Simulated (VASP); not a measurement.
# CaAs2O5 (P-6m2) in VASP: further runs, part 2 of 2

VASP 6.6.1.

## 3. Single point, PBE

This run uses another cell than the first one, of 16.34 Å³/atom.

INCAR reads:

```
PREC = Accurate
ENCUT = 520
EDIFF = 1E-6
ISMEAR = 0
SIGMA = 0.1
LREAL = F
LASPH = T
NELM = 100
ALGO = Fast
ISIF = 2
LWAVE = F
LCHARG = F
GGA = PE
NBANDS = 35
```

KPOINTS reads:

```
Automatic mesh
0
Gamma
  6 6 10
```

POSCAR reads:

```
CaAs2O5
1.0
    6.3355516490      0.0000000000      0.0000000000
   -3.1677758245      5.4867486751      0.0000000000
    0.0000000000      0.0000000000      3.7597010162
Ca As O
1 2 5
Direct
    0.0000000000      0.0000000000      0.0000000000
    0.3333333333      0.6666666667      0.5000000000
    0.6666666667      0.3333333333      0.5000000000
    0.3333333333      0.6666666667      0.0000000000
    0.9905659974      0.4952829987      0.5000000000
    0.5047170013      0.4952829987      0.5000000000
    0.5047170013      0.0094340026      0.5000000000
    0.6666666667      0.3333333333      0.0000000000
```

Potentials or basis: VASP PAW PBE potentials, release 64 (Ca_sv, As, O).

Run with:

```bash
> cat potpaw_PBE.64/Ca_sv/POTCAR potpaw_PBE.64/As/POTCAR potpaw_PBE.64/O/POTCAR > POTCAR
> mpirun -np 1 vasp_std > vasp.out
```

OUTCAR:

```text
PREC = Accurate
   ENCUT = 520
   EDIFF = 1E-6
   ISMEAR = 0
   LREAL = F
   LASPH = T
   NELM = 100
   ISIF = 2
   GGA = PE

 ion  position               nearest neighbor table
   1  0.000  0.000  0.000-
   2  0.333  0.667  0.500-   4 1.88   4 1.88   5 1.88   7 1.88   6 1.88
   3  0.667  0.333  0.500-   5 1.78   7 1.78   6 1.78   8 1.88   8 1.88
   4  0.333  0.667  0.000-   2 1.88   2 1.88
   5  0.991  0.495  0.500-   3 1.78   2 1.88
   6  0.505  0.495  0.500-   3 1.78   2 1.88
   7  0.505  0.009  0.500-   3 1.78   2 1.88
   8  0.667  0.333  0.000-   3 1.88   3 1.88

  LATTYP: Found a hexagonal cell.
 ALAT       =     6.3355516490
 C/A-ratio  =     0.5934291478

  Lattice vectors:

 A1 = (   6.3355516490,   0.0000000000,   0.0000000000)
 A2 = (  -3.1677758245,   5.4867486751,   0.0000000000)
 A3 = (   0.0000000000,   0.0000000000,   3.7597010162)

Analysis of symmetry for initial positions (statically):
=====================================================================
 Subroutine PRICEL returns:
 Original cell was already a primitive cell.
[... 190 lines left out ...]

 k-point     1 :       0.0000    0.0000    0.0000
  band No.  band energies     occupation
      1     -40.0223      2.00000
      2     -20.9856      2.00000
      3     -20.9856      2.00000
      4     -20.8626      2.00000
      5     -18.2316      2.00000
      6     -16.1585      2.00000
[... 901 lines left out ...]
     34       8.2362      0.00000
     35       8.6721      0.00000

 [... further k-points ...]

------------------------ aborting loop because EDIFF is reached ----------------------------------------

  FORCE on cell =-STRESS in cart. coord.  units (eV):
  Direction    XX          YY          ZZ          XY          YZ          ZX
  --------------------------------------------------------------------------------------
  -------------------------------------------------------------------------------------
  Total        0.5257872      0.5257872      0.4647908      0.0000000     -0.0000000      0.0000000
  in kB        6.4456663      6.4456663      5.6979056      0.0000000     -0.0000000      0.0000000
  external PRESSURE =       6.1964127 kB  Pullay stress =       0.0000000 kB

 VOLUME and BASIS-vectors are now :
 -----------------------------------------------------------------------------
  energy-cutoff  :      520.00
  volume of cell :      130.69
      direct lattice vectors                 reciprocal lattice vectors
     6.335551649  0.000000000  0.000000000     0.157839452  0.091128650  0.000000000
    -3.167775825  5.486748675  0.000000000     0.000000000  0.182257300  0.000000000
     0.000000000  0.000000000  3.759701016     0.000000000  0.000000000  0.265978597

 POSITION                                       TOTAL-FORCE (eV/Angst)
 -----------------------------------------------------------------------------------
      0.00000      0.00000      0.00000         0.000000      0.000000      0.000000
     -0.00000      3.65783      1.87985         0.000000      0.000000      0.000000
      3.16778      1.82892      1.87985         0.000000      0.000000      0.000000
     -0.00000      3.65783      0.00000         0.000000      0.000000      0.000000
      4.70684      2.71749      1.87985         0.112485      0.064943     -0.000000
      1.62872      2.71749      1.87985        -0.112485      0.064943     -0.000000
      3.16778      0.05176      1.87985         0.000000     -0.129887      0.000000
      3.16778      1.82892      0.00000         0.000000      0.000000      0.000000
 -----------------------------------------------------------------------------------
    total drift:                               -0.000002      0.000001      0.000000

  FREE ENERGIE OF THE ION-ELECTRON SYSTEM (eV)
  ---------------------------------------------------
  free  energy   TOTEN  =       -42.6434490693 eV

  energy  without entropy=      -42.6361605184  energy(sigma->0) =      -42.63980479
```

OSZICAR:

```text
N       E                     dE             d eps       ncg     rms          rms(c)
DAV:   1     0.377097944546E+03    0.37710E+03   -0.25031E+04  2940   0.133E+03
DAV:   2    -0.200768918120E+02   -0.39717E+03   -0.37968E+03  3999   0.316E+02
DAV:   3    -0.509361004500E+02   -0.30859E+02   -0.30301E+02  3659   0.894E+01
DAV:   4    -0.519449479420E+02   -0.10088E+01   -0.10039E+01  4641   0.135E+01
DAV:   5    -0.519571425421E+02   -0.12195E-01   -0.12180E-01  3714   0.141E+00    0.208E+01
RMM:   6    -0.427106583673E+02    0.92465E+01   -0.36127E+01  3440   0.247E+01    0.707E+00
RMM:   7    -0.426882677327E+02    0.22391E-01   -0.30713E+00  3718   0.693E+00    0.459E+00
RMM:   8    -0.426345124233E+02    0.53755E-01   -0.68501E-01  3892   0.365E+00    0.161E+00
RMM:   9    -0.426368241293E+02   -0.23117E-02   -0.16424E-01  3979   0.196E+00    0.281E-01
RMM:  10    -0.426418607909E+02   -0.50367E-02   -0.49393E-02  4700   0.774E-01    0.216E-01
RMM:  11    -0.426434790365E+02   -0.16182E-02   -0.85951E-03  4081   0.434E-01    0.130E-01
RMM:  12    -0.426434377746E+02    0.41262E-04   -0.25773E-03  4952   0.182E-01    0.675E-02
RMM:  13    -0.426433956350E+02    0.42140E-04   -0.98082E-04  4740   0.113E-01    0.150E-02
RMM:  14    -0.426434335187E+02   -0.37884E-04   -0.30552E-04  5177   0.564E-02    0.116E-02
RMM:  15    -0.426434431383E+02   -0.96196E-05   -0.73064E-05  5078   0.294E-02    0.377E-03
RMM:  16    -0.426434469175E+02   -0.37792E-05   -0.28366E-05  4423   0.170E-02    0.257E-03
RMM:  17    -0.426434484465E+02   -0.15290E-05   -0.11665E-05  3693   0.107E-02    0.183E-03
RMM:  18    -0.426434490693E+02   -0.62289E-06   -0.50367E-06  3318   0.736E-03
   1 F= -.42643449E+02 E0= -.42639805E+02  d E =-.728855E-02
```

stdout:

```text
POSCAR found type information on POSCAR CaAsO
 POSCAR found :  3 types and       8 ions
 scaLAPACK will be used
 LDA part: xc-table for (Slater+PW92), standard interpolation
 POSCAR, INCAR and KPOINTS ok, starting setup
 FFT: planning ... GRIDC
 FFT: planning ... GRID_SOFT
 FFT: planning ... GRID
 WAVECAR not read
 entering main loop
WARNING in EDDRMM: call to ZHEGV failed, returncode =   8  4     19
WARNING in EDDRMM: call to ZHEGV failed, returncode =   8  4     14
WARNING in EDDRMM: call to ZHEGV failed, returncode =   8  4     15
WARNING in EDDRMM: call to ZHEGV failed, returncode =   8  4     11
WARNING in EDDRMM: call to ZHEGV failed, returncode =   6  3     22
WARNING in EDDRMM: call to ZHEGV failed, returncode =   6  3     12
WARNING in EDDRMM: call to ZHEGV failed, returncode =   8  4     15
WARNING in EDDRMM: call to ZHEGV failed, returncode =   6  3     18
WARNING in EDDRMM: call to ZHEGV failed, returncode =   8  4     26
```

It took 6.8 min on 1 thread of Oxide Virtual Turin-like, shared host; peak memory 0.32 GiB.

Results:

| Property | Result |
| --- | --- |
| Free energy | -42.6434 eV |
| Pressure | 0.6 GPa |
| Largest force | 0.130 eV/Å |
| Band gap on the k mesh | zero (bands 25 and 26 overlap by 2.27 eV) |

Forces in eV/Å, atoms in the order of the input:
```
Ca   0.000  0.000  0.000
As   0.000  0.000  0.000
As   0.000  0.000  0.000
O    0.000  0.000  0.000
O    0.112  0.065  0.000
O   -0.112  0.065  0.000
O    0.000 -0.130  0.000
O    0.000  0.000  0.000
```

## 4. Relaxation of cell and atoms, PBE

INCAR reads:

```
SYSTEM = CaAs2O5
  ALGO = Fast
  EDIFF = 1E-6
  EDIFFG = -0.01
  ENCUT = 600
  GGA = PE
  IBRION = 2
  ISIF = 3
  ISMEAR = 0
  LASPH = .True.
  LCHARG = .False.
  LREAL = .False.
  LWAVE = .False.
  NELM = 80
  NSW = 100
  PREC = Accurate
  SIGMA = 0.1
```

KPOINTS reads:

```
k-points
0
Gamma
  6 6 10
  0 0 0
```

POSCAR reads:

```
CaAs2O5
1.0
    6.3318407712      0.0000000000      0.0000000000
   -3.1659203856      5.4835349606      0.0000000000
    0.0000000000      0.0000000000      3.7496735779
Ca As O
1 2 5
Direct
    0.0000000000      0.0000000000      0.0000000000
    0.3333333333      0.6666666667      0.5000000000
    0.6666666667      0.3333333333      0.5000000000
    0.3333333333      0.6666666667      0.0000000000
    0.9895425907      0.4947712954      0.5000000000
    0.5052287046      0.4947712954      0.5000000000
    0.5052287046      0.0104574093      0.5000000000
    0.6666666667      0.3333333333      0.0000000000
```

Run with:

```bash
> cat potpaw_PBE.64/Ca_sv/POTCAR potpaw_PBE.64/As/POTCAR potpaw_PBE.64/O/POTCAR > POTCAR
> mpirun -np 1 vasp_std > vasp.out
```

It took 27 min on 1 thread of Oxide Virtual Turin-like, shared host; peak memory 0.39 GiB.

It converged, with:

```
Free energy                           : -42.6591 eV
Relaxed volume                        : 16.39 Å³/atom
Relaxed cell                          : a = 6.343 Å, b = 6.343 Å, c = 3.764 Å, α = 90.00°, β = 90.00°, γ = 120.00°
Space group after relaxing (to 0.1 Å) : P6/mmm (No. 191)
Energy gained by relaxing             : 1.0 meV/atom
Ionic steps                           : 8
Pressure after relaxing               : 0.0 GPa
Band gap on the k mesh                : zero (bands 25 and 26 overlap by 2.27 eV)
```

The path:
```
step  energy change (eV)  largest force (eV/Å)  pressure (GPa)  volume (Å³)
   1              0.0000                0.2147            1.00       130.19
   2             -0.0057                0.0257           -0.63       132.11
   3             -0.0067                0.0726           -0.19       131.57
   4             -0.0076                0.0427           -0.08       131.33
   5             -0.0080                0.0152            0.05       131.05
   6             -0.0080                0.0123            0.07       131.01
   7             -0.0080                0.0101            0.08       131.00
   8             -0.0080                0.0005           -0.04       131.13
```

Final structure:
```cif
data_structure
_symmetry_space_group_name_H-M 'P 1'
_symmetry_Int_Tables_number 1
_cell_length_a 6.3426
_cell_length_b 6.3426
_cell_length_c 3.7639
_cell_angle_alpha 90.000
_cell_angle_beta 90.000
_cell_angle_gamma 120.000
_cell_volume 131.13
loop_
_atom_site_label
_atom_site_type_symbol
_atom_site_fract_x
_atom_site_fract_y
_atom_site_fract_z
_atom_site_occupancy
Ca1 Ca 0.00000 0.00000 0.00000 1
As1 As 0.33333 0.66667 0.50000 1
As2 As 0.66667 0.33333 0.50000 1
O1 O 0.33333 0.66667 0.00000 1
O2 O 0.99288 0.49644 0.50000 1
O3 O 0.50356 0.49644 0.50000 1
O4 O 0.50356 0.00712 0.50000 1
O5 O 0.66667 0.33333 0.00000 1
```

Levels at points of the mesh, in eV from the Fermi level:
```
           k point  band 22  band 23  band 24  band 25  band 26  band 27  band 28  band 29
(0.00, 0.00, 0.00)    -3.18    -2.15    -1.90    -1.90    -1.01     1.66     2.11     2.11
(0.50, 0.00, 0.00)    -2.49    -2.45    -1.94    -1.19    -0.33     0.77     1.97     2.25
(0.00, 0.00, 0.50)    -2.69    -1.09    -1.09     1.04     1.70     1.70     1.99     2.37
(0.50, 0.00, 0.50)    -2.08    -1.63    -1.14     1.02     1.54     1.83     2.25     2.28
```

## 5. The runs side by side

| task | cell | k mesh | cutoff (eV) | gap on the mesh (eV) | pressure (GPa) | largest force (eV/Å) |
| --- | --- | --- | --- | --- | --- | --- |
| single point | a = 6.332, b = 6.332, c = 3.750 Å, angles 90.0, 90.0, 120.0°, 8 atoms, atomic positions A | 3 × 3 × 6 | 520 | none | 0.7 | 0.14 |
| single point | a = 6.336, b = 6.336, c = 3.760 Å, angles 90.0, 90.0, 120.0°, 8 atoms, atomic positions B | 6 × 6 × 10 | 520 | none | 0.6 | 0.13 |
| relaxation of cell and atoms | relaxed from a = 6.332, b = 6.332, c = 3.750 Å, angles 90.0, 90.0, 120.0°, 8 atoms, atomic positions A | 6 × 6 × 10 | 600 | none | 0.0 | - |

Alike in all rows: level PBE; potentials or basis VASP PAW PBE potentials, release 64 (Ca_sv, As, O); no spin polarisation; smearing gaussian 0.1 eV.

Caveats: some runs use coarse meshes.

Total energies depend on the potentials used, so only differences within one code and one set of settings carry meaning.
